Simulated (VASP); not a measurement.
# Ga (C2/c) in VASP: notebook

The runs below take Ga through single point, with PBEsol.

Everything below comes from runs of VASP 6.6.1. Logs are shortened: lines on timing, memory, paths and dates and some standing lists are left out, and cuts for length are marked.

## 1. The cell of the first run

It takes space group C2/c (No. 15, monoclinic). The conventional cell has a = 2.802 Å, b = 8.159 Å, c = 3.376 Å, α = 90.00°, β = 92.02°, γ = 90.00°. Within 3.6 Å of Ga (site symmetry 2) lie 10 Ga at 2.72 to 3.38 Å.

## 2. Single point, PBEsol (volume scaled by 1.04)

File INCAR:

```
SYSTEM = Ga
PREC = Accurate
ENCUT = 520
EDIFF = 1E-6
ISMEAR = -1
SIGMA = 0.03
LREAL = .FALSE.
LASPH = .TRUE.
NELM = 100
ALGO = Normal
ISIF = 2
LWAVE = .FALSE.
LCHARG = .FALSE.
GGA = PS
NBANDS = 20
```

File KPOINTS:

```
Automatic mesh
0
G
  14 14 11
  0 0 0
```

File POSCAR:

```
Ga
1.0
    1.4011994555     -4.0794863395      0.0000000000
    1.4011994555      4.0794863395      0.0000000000
   -0.1189955720      0.0000000000      3.3737498936
Ga
2
Direct
    0.8690000000      0.1310000000      0.2500000000
    0.1310000000      0.8690000000      0.7500000000
```

Potentials or basis: VASP PAW PBE potentials, release 64 (Ga_d).

On the command line:

```sh
> cat potpaw_PBE.64/Ga_d/POTCAR > POTCAR
> mpirun -np 1 vasp_std > vasp.out
```

OUTCAR:

```text
SYSTEM = Ga
   PREC = Accurate
   ENCUT = 520
   EDIFF = 1E-6
   ISMEAR = -1
   LREAL = .FALSE.
   LASPH = .TRUE.
   NELM = 100
   ISIF = 2
   GGA = PS

 ion  position               nearest neighbor table
   1  0.869  0.131  0.250-   2 2.72   2 2.72   2 2.90   2 2.90
   2  0.131  0.869  0.750-   1 2.72   1 2.72   1 2.90   1 2.90

  LATTYP: Found a base centered monoclinic cell.
 ALAT       =     2.8023989110
 B/A-ratio  =     2.9114244396
 C/A-ratio  =     1.2046278548
 COS(beta)  =    -0.0352490928

  Lattice vectors:

 A1 = (   1.4011994555,  -4.0794863395,   0.0000000000)
 A2 = (   1.4011994555,   4.0794863395,   0.0000000000)
 A3 = (  -0.1189955720,   0.0000000000,   3.3737498936)

Analysis of symmetry for initial positions (statically):
=====================================================================
 Subroutine PRICEL returns:
 Original cell was already a primitive cell.

 Routine SETGRP: Setting up the symmetry group for a
 base centered monoclinic supercell.

 Subroutine GETGRP returns: Found  4 space group operations
 (whereof  2 operations were pure point group operations)
 out of a pool of  4 trial point group operations.

The static configuration has the point symmetry S_2 .
 The point group associated with its full space group is C_2h.

Analysis of symmetry for dynamics (positions and initial velocities):
=====================================================================
 Subroutine PRICEL returns:
 Original cell was already a primitive cell.

 Routine SETGRP: Setting up the symmetry group for a
 base centered monoclinic supercell.

 Subroutine GETGRP returns: Found  4 space group operations
 (whereof  2 operations were pure point group operations)
 out of a pool of  4 trial point group operations.

The dynamic configuration has the point symmetry S_2 .
 The point group associated with its full space group is C_2h.

 Subroutine INISYM returns: Found  4 space group operations
 (whereof  2 operations are pure point group operations),
 and found     1 'primitive' translations

----------------------------------------------------------------------------------------

                                     Primitive cell

  volume of cell :      38.5699

  direct lattice vectors                    reciprocal lattice vectors
     1.401199456 -4.079486339  0.000000000     0.356837136 -0.122564450  0.012586007
     1.401199456  4.079486339  0.000000000     0.356837136  0.122564450  0.012586007
    -0.118995572  0.000000000  3.373749894     0.000000000  0.000000000  0.296406086

  length of vectors
     4.313417289  4.313417289  3.375847788     0.377509196  0.377509196  0.296406086

  position of ions in fractional coordinates (direct lattice)
     0.869000000  0.131000000  0.250000000
     0.131000000  0.869000000  0.750000000

  ion indices of the primitive-cell ions
   primitive index   ion index
                 1           1
                 2           2

----------------------------------------------------------------------------------------

 KPOINTS: Automatic mesh

Automatic generation of k-mesh.
 Grid dimensions read from file:
 generate k-points for:   14   14   11

 Generating k-lattice:

  Cartesian coordinates                     Fractional coordinates (reciprocal lattice)
     0.025488367 -0.008754604  0.000899000     0.071428571  0.000000000 -0.000000000
     0.025488367  0.008754604  0.000899000     0.000000000  0.071428571 -0.000000000
     0.000000000  0.000000000  0.026946008     0.000000000  0.000000000  0.090909091

  Length of vectors
     0.026964943  0.026964943  0.026946008

  Shift w.r.t. Gamma in fractional coordinates (k-lattice)
     0.000000000  0.000000000  0.000000000

 Subroutine IBZKPT returns following result:
 ===========================================

 Found    582 irreducible k-points:

 Following reciprocal coordinates:
            Coordinates               Weight
  0.000000  0.000000  0.000000      1.000000
  0.071429  0.000000  0.000000      4.000000
  0.142857  0.000000  0.000000      4.000000
  0.214286  0.000000  0.000000      4.000000
  0.285714  0.000000  0.000000      4.000000
  0.357143  0.000000  0.000000      4.000000
[... 16 lines left out ...]
  0.214286  0.142857 -0.000000      4.000000
  0.285714  0.142857  0.000000      4.000000
 [... further k-points ...]
   k-points           NKPTS =    582   k-points in BZ     NKDIM =    582   number of bands    NBANDS=     20
   number of dos      NEDOS =    301   number of ions     NIONS =      2
   total plane-waves  NPLWV =  28672
   dimension x,y,z NGX =    32 NGY =   32 NGZ =   28
   dimension x,y,z NGXF=    64 NGYF=   64 NGZF=   56
   ions per type =               2
   NGX,Y,Z   is equivalent  to a cutoff of  12.33, 12.33, 13.79 a.u.
   NGXF,Y,Z  is equivalent  to a cutoff of  24.67, 24.67, 27.58 a.u.
 SYSTEM =  Ga
   PREC   = accura    normal or accurate (medium, high low for compatibility)
   ISTART =      0    job   : 0-new  1-cont  2-samecut
   ICHARG =      2    charge: 1-file 2-atom 10-const
   ISPIN  =      1    spin polarized calculation?
   LNONCOLLINEAR =      F non collinear calculations
   LSORBIT =      F    spin-orbit coupling
   LASPH  =      T    aspherical Exc in radial PAW
   ENCUT  =  520.0 eV  38.22 Ry    6.18 a.u.   8.02  8.02  6.28*2*pi/ulx,y,z
   NELM   =    100;   NELMIN=  2; NELMDL= -5     # of ELM steps
   EDIFF  = 0.1E-05   stopping-criterion for ELM
   LREAL  =      F    real-space projection
   EDIFFG = 0.1E-04   stopping-criterion for IOM
   NSW    =      0    number of steps for IOM
   IBRION =     -1    ionic relax: 0-MD 1-quasi-New 2-CG
   NFREE  =      0    steps in history (QN), initial steepest desc. (CG)
   ISIF   =      2    stress and relaxation
   ISYM   =      2    0-nonsym 1-usesym 2-fastsym
   POTIM  = 0.5000    time-step for ionic-motion
   TEBEG  =    0.0;   TEEND  =   0.0 temperature during run
   PSTRESS=    0.0 pullay stress
   NELECT =      26.0000    total number of electrons
   NUPDOWN=      -1.0000    fix difference up-down
   EMIN   =  10.00;   EMAX   =-10.00  energy-range for DOS
   EFERMI =   0.00;   METHOD = LEGACY
   ISMEAR =    -1;   SIGMA  =   0.03  broadening in eV -4-tet -1-fermi 0-gaus
   EFERMI_NEDOS =   21; number of points for ismear=-14 and -15
   IALGO  =     38    algorithm
   IMIX   =      4    mixing-type and parameters
     AMIX     =   0.40;   BMIX     =  1.00
     AMIX_MAG =   1.60;   BMIX_MAG =  1.00
  volume/ion in A,a.u.               =      19.28       130.14
  Fermi-wavevector in a.u.,A,eV,Ry     =   1.435434  2.712577 28.034400  2.060470
  Thomas-Fermi vector in A             =   2.554733
   LORBIT       =      0    0 simple, 1 ext, 2 COOP (PROOUT), +10 PAW based schemes
   GGA     = PS    functional components
   LHFCALC =     F    Hartree Fock is set to
   AEXX    =    0.0000 exact exchange contribution
   IVDW    =     0    specifies the selected vdW correction
   LEPSILON=     F    determine dielectric tensor
   LRPA    =     F    only Hartree local field effects (RPA)
 non-spin polarized calculation
  energy-cutoff  :      520.00
  volume of cell :       38.57
 maximum number of plane-waves:      1055
   NGX = 17   NGY = 17   NGZ = 13

 number of electron      26.0000011 magnetization

 Free energy of the ion-electron system (eV)
  ---------------------------------------------------
  ext. energy  EPLUGINS =         0.00000000
  ---------------------------------------------------
  free energy    TOTEN  =        -6.64796221 eV

  energy without entropy =       -6.64607849  energy(sigma->0) =       -6.64702035

 E-fermi :   5.1306     XC(G=0): -11.0013

 val. band max:        5.1222082934   @ k =   0.5000   0.0000   0.0909
 cond. band min:       5.1424470831   @ k =  -0.2143   0.5000   0.3636
 fundamental gap:      0.0202387897
 Fermi energy:         5.1305822830

 k-point     1 :       0.0000    0.0000    0.0000
  band No.  band energies     occupation
      1      -9.9027      2.00000
      2      -9.8913      2.00000
      3      -9.8614      2.00000
      4      -9.8354      2.00000
      5      -9.5879      2.00000
      6      -9.5866      2.00000
[... 12 lines left out ...]
     19      15.5265      0.00000
     20      17.9809      0.00000

 k-point     2 :       0.0714    0.0000    0.0000
  band No.  band energies     occupation
      1      -9.8989      2.00000
      2      -9.8832      2.00000
      3      -9.8503      2.00000
      4      -9.8182      2.00000
      5      -9.5965      2.00000
      6      -9.5949      2.00000
[... 12 lines left out ...]
     19      15.8385      0.00000
     20      18.6142      0.00000

 k-point     3 :       0.1429    0.0000    0.0000
  band No.  band energies     occupation
      1      -9.8883      2.00000
      2      -9.8634      2.00000
      3      -9.8209      2.00000
      4      -9.7682      2.00000
      5      -9.6214      2.00000
      6      -9.6186      2.00000
[... 12 lines left out ...]
     19      15.9752      0.00000
     20      19.2050      0.00000

 k-point     4 :       0.2143    0.0000    0.0000
  band No.  band energies     occupation
      1      -9.8735      2.00000
      2      -9.8398      2.00000
      3      -9.7794      2.00000
      4      -9.7109      2.00000
      5      -9.6565      2.00000
      6      -9.6400      2.00000
[... 12 lines left out ...]
     19      16.1121      0.00000
     20      19.9472      0.00000

 k-point     5 :       0.2857    0.0000    0.0000
  band No.  band energies     occupation
      1      -9.8582      2.00000
      2      -9.8175      2.00000
      3      -9.7458      2.00000
      4      -9.7182      2.00000
      5      -9.6968      2.00000
      6      -9.6185      2.00000
[... 12 lines left out ...]
     19      16.2630      0.00000
     20      18.7386      0.00000
[... 353 lines left out ...]
      6      -9.5925      2.00000
[... 12 lines left out ...]
     19      15.6576      0.00000
     20      17.4168      0.00000

 k-point    22 :       0.1429    0.1429    0.0000
  band No.  band energies     occupation
      1      -9.8731      2.00000
      2      -9.8260      2.00000
      3      -9.7501      2.00000
      4      -9.6847      2.00000
      5      -9.6691      2.00000
      6      -9.6456      2.00000
[... 12 lines left out ...]
     19      17.0189      0.00000
     20      19.5058      0.00000

 k-point    23 :       0.2143    0.1429   -0.0000
  band No.  band energies     occupation
      1      -9.8645      2.00000
      2      -9.8056      2.00000
      3      -9.7739      2.00000
      4      -9.6984      2.00000
      5      -9.6877      2.00000
      6      -9.6633      2.00000
[... 12 lines left out ...]
     19      16.9720      0.00000
     20      18.4525      0.00000

 k-point    24 :       0.2857    0.1429    0.0000
  band No.  band energies     occupation
      1      -9.8573      2.00000
      2      -9.8089      2.00000
      3      -9.7785      2.00000
      4      -9.7249      2.00000
      5      -9.6940      2.00000
      6      -9.6643      2.00000
[... 12 lines left out ...]
     19      16.0922      0.00000
     20      17.2232      0.00000

 [... further k-points ...]
[... 5 lines left out ...]
  --------------------------------------------------------------------------------------
  -------------------------------------------------------------------------------------
  Total       -0.8924955     -0.8832862     -0.8989487      0.0000000      0.0000000     -0.0144712
  in kB      -37.0739034    -36.6913520    -37.3419640      0.0000000      0.0000000     -0.6011294
  external PRESSURE =     -37.0357398 kB  Pullay stress =       0.0000000 kB

 VOLUME and BASIS-vectors are now :
 -----------------------------------------------------------------------------
  energy-cutoff  :      520.00
  volume of cell :       38.57
      direct lattice vectors                 reciprocal lattice vectors
     1.401199456 -4.079486339  0.000000000     0.356837136 -0.122564450  0.012586007
     1.401199456  4.079486339  0.000000000     0.356837136  0.122564450  0.012586007
    -0.118995572  0.000000000  3.373749894     0.000000000  0.000000000  0.296406086

 POSITION                                       TOTAL-FORCE (eV/Angst)
 -----------------------------------------------------------------------------------
      1.37145     -3.01066      0.84344        -0.000000      0.162772      0.000000
      1.31195      3.01066      2.53031         0.000000     -0.162772     -0.000000
 -----------------------------------------------------------------------------------
    total drift:                                0.000000      0.000000     -0.000000

  FREE ENERGIE OF THE ION-ELECTRON SYSTEM (eV)
  ---------------------------------------------------
  free  energy   TOTEN  =        -6.6479622141 eV

  energy  without entropy=       -6.6460784888  energy(sigma->0) =       -6.64702035
```

Run time: 3.1 min. Hardware: 1 thread of Intel Xeon Platinum 8488C (Sapphire Rapids), shared host; peak memory 0.45 GiB.

What came out:

| Item | Value |
| --- | --- |
| Free energy | -6.6480 eV |
| Pressure | -3.7 GPa |
| Largest force | 0.163 eV/Å |
| Band gap on the k mesh | zero (band 13 reaches 9.04 eV, above the bottom of band 14 at 1.30 eV) |

Forces on the atoms (eV/Å):
```
Ga   0.000  0.163  0.000
Ga   0.000 -0.163  0.000
```

Levels at points of the mesh, in eV from the Fermi level:
```csv
k point,band 10,band 11,band 12,band 13,band 14,band 15,band 16,band 17
"(0.00, 0.00, 0.00)",-14.55,-10.93,-1.98,-1.74,1.62,5.36,9.40,9.86
"(0.50, 0.00, 0.00)",-14.57,-5.96,-4.86,-1.26,-0.07,5.60,6.36,8.21
"(0.50, 0.50, 0.00)",-14.61,-8.87,-8.38,3.91,4.46,5.59,5.82,7.34
```

Caveat: the PAW data sets were made with another functional, which shifts forces and pressure a little.

## 3. Single point, PBEsol (volume scaled by 0.94)

File INCAR:

```
ALGO = Normal
EDIFF = 1E-6
ENCUT = 520
GGA = PS
ISIF = 2
ISMEAR = -1
LASPH = T
LCHARG = T
LELF = T
LREAL = F
LVHAR = T
LWAVE = F
NBANDS = 20
NELM = 60
PREC = Accurate
SIGMA = 0.03
```

File KPOINTS:

```
k-points
0
Gamma
  14 14 11
```

File POSCAR:

```
Ga
1.0
    1.3547675884     -3.9443034667      0.0000000000
    1.3547675884      3.9443034667      0.0000000000
   -0.1150523885      0.0000000000      3.2619531710
Ga
2
Direct
    0.8690000000      0.1310000000      0.2500000000
    0.1310000000      0.8690000000      0.7500000000
```

Potentials or basis: VASP PAW PBE potentials, release 64 (Ga_d).

On the command line:

```sh
> cat potpaw_PBE.64/Ga_d/POTCAR > POTCAR
> mpirun -np 1 vasp_std > vasp.out
```

It took 6.9 min on 1 thread of Oxide Virtual Turin-like, shared host; peak memory 0.38 GiB.

The run converged. Its results:

- Free energy: -6.6734 eV
- Pressure: 1.9 GPa
- Largest force: 0.209 eV/Å
- Band gap on the k mesh: zero (band 13 reaches 10.23 eV, above the bottom of band 14 at 1.85 eV)

Forces in eV/Å, atoms in the order of the input:
```
Ga   0.000  0.209  0.000
Ga   0.000 -0.209  0.000
```

Stress tensor (GPa, compression positive):
```
 1.95  0.00 -0.12
 0.00  2.07  0.00
-0.12  0.00  1.74
```

Levels at points of the mesh, in eV from the Fermi level:
```
           k point  band 11  band 12  band 13  band 14  band 15  band 16
(0.00, 0.00, 0.00)   -11.73    -2.28    -1.45     1.64     5.53    10.14
(0.50, 0.00, 0.00)    -6.20    -5.31    -1.48     0.11     6.07     6.96
(0.50, 0.50, 0.00)    -9.50    -8.97     4.13     4.76     6.17     6.40
```

Caveat: the PAW data sets were made with another functional, which shifts forces and pressure a little.

## 4. Single point, PBEsol (volume scaled by 0.98)

File INCAR:

```
SYSTEM = Ga
PREC = Accurate
ENCUT = 520
EDIFF = 1E-7
ISMEAR = -1
SIGMA = 0.03
LREAL = .False.
LASPH = .True.
NELM = 60
ALGO = Normal
ISIF = 2
LWAVE = .False.
LCHARG = .True.
GGA = PS
LELF = .True.
LVHAR = .True.
NBANDS = 20
```

File KPOINTS:

```
Automatic mesh
0
Gamma
  14 14 11
  0 0 0
```

File POSCAR:

```
Ga
1.0
    1.3737178411     -3.9994756958      0.0000000000
    1.3737178411      3.9994756958      0.0000000000
   -0.1166617212      0.0000000000      3.3075808031
Ga
2
Direct
    0.8690000000      0.1310000000      0.2500000000
    0.1310000000      0.8690000000      0.7500000000
```

On the command line:

```sh
> cat potpaw_PBE.64/Ga_d/POTCAR > POTCAR
> mpirun -np 1 vasp_std > vasp.out
```

Run time: 7.8 min. Hardware: 1 thread of Oxide Virtual Turin-like, shared host; peak memory 0.4 GiB.

It converged, with:

| Quantity | Value |
| --- | --- |
| Free energy | -6.6792 eV |
| Pressure | -0.7 GPa |
| Largest force | 0.192 eV/Å |
| Band gap on the k mesh | zero (band 13 reaches 9.73 eV, above the bottom of band 14 at 1.61 eV) |

Forces on the atoms (eV/Å):
```
Ga   0.000  0.192  0.000
Ga   0.000 -0.192  0.000
```

Stress tensor (GPa, compression positive):
```
-0.72  0.00 -0.12
 0.00 -0.58  0.00
-0.12  0.00 -0.77
```

Levels at points of the mesh, in eV from the Fermi level:
```tsv
k point	band 10	band 11	band 12	band 13	band 14	band 15	band 16	band 17
(0.00, 0.00, 0.00)	-14.57	-11.39	-2.15	-1.57	1.63	5.46	9.83	10.34
(0.50, 0.00, 0.00)	-14.59	-6.10	-5.12	-1.39	0.03	5.87	6.70	8.57
(0.50, 0.50, 0.00)	-14.64	-9.23	-8.72	4.04	4.63	5.93	6.16	7.65
```

Caveat: the PAW data sets were made with another functional, which shifts forces and pressure a little.

## 5. Overview

| cell | gap on the mesh (eV) | pressure (GPa) | largest force (eV/Å) |
| --- | --- | --- | --- |
| a = 4.313, b = 4.313, c = 3.376 Å, angles 90.7, 90.7, 142.1°, 2 atoms | none | -3.7 | 0.16 |
| a = 4.170, b = 4.170, c = 3.264 Å, angles 90.7, 90.7, 142.1°, 2 atoms | none | 1.9 | 0.21 |
| a = 4.229, b = 4.229, c = 3.310 Å, angles 90.7, 90.7, 142.1°, 2 atoms | none | -0.7 | 0.19 |

Alike in all rows: task single point; level PBEsol; potentials or basis VASP PAW PBE potentials, release 64 (Ga_d); no spin polarisation; k mesh 14 × 14 × 11; cutoff (eV) 520; smearing fermi-dirac 0.03 eV.

Caveats: the PAW data sets were made with another functional, which shifts forces and pressure a little.

Absolute energies hang on the potentials; compare differences alone.
